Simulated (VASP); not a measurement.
A run of VASP 6.6.1:

INCAR

```
SYSTEM = Mg2SiN2
  PREC = Accurate
  ENCUT = 520
  EDIFF = 1E-6
  ISMEAR = 0
  SIGMA = 0.1
  LREAL = .FALSE.
  LASPH = .TRUE.
  NELM = 150
  ALGO = Normal
  ISIF = 2
  LWAVE = .FALSE.
  LCHARG = .TRUE.
  ISPIN = 2
  MAGMOM = 0 0 0 1 1
  LORBIT = 11
  GGA = PE
  LELF = .TRUE.
  LVHAR = .TRUE.
  NBANDS = 21
```

The input KPOINTS:

```
regular mesh
0
G
  6 6 6
  0 0 0
```

Contents of POSCAR:

```
Mg2SiN2
1.0
   -1.8735230799      1.8735230799      4.8398225380
    1.8735230799     -1.8735230799      4.8398225380
    1.8735230799      1.8735230799     -4.8398225380
Mg Si N
2 1 2
Direct
    0.7500000000      0.2500000000      0.5000000000
    0.2500000000      0.7500000000      0.5000000000
    0.5000000000      0.5000000000      0.0000000000
    0.1568841538      0.1568841538      0.0000000000
    0.8431158462      0.8431158462      0.0000000000
```

Potentials or basis: VASP PAW PBE potentials, release 64 (Mg, Si, N).

The run is started by

```bash
$ cat potpaw_PBE.64/Mg/POTCAR potpaw_PBE.64/Si/POTCAR potpaw_PBE.64/N/POTCAR > POTCAR
$ mpirun -np 1 vasp_std > vasp.out
```

Hardware: 1 thread of Intel(R) Xeon(R) Platinum 8259CL CPU @ 2.50GHz (Skylake/Cascade Lake) (shared host).

Problem. Estimate the wall time of this run.

Solution. It took 2.4 min on 1 thread of Intel(R) Xeon(R) Platinum 8259CL CPU @ 2.50GHz (Skylake/Cascade Lake), with other jobs on the host, peak memory 0.34 GiB. Counts: scf iterations 15, k points 30.
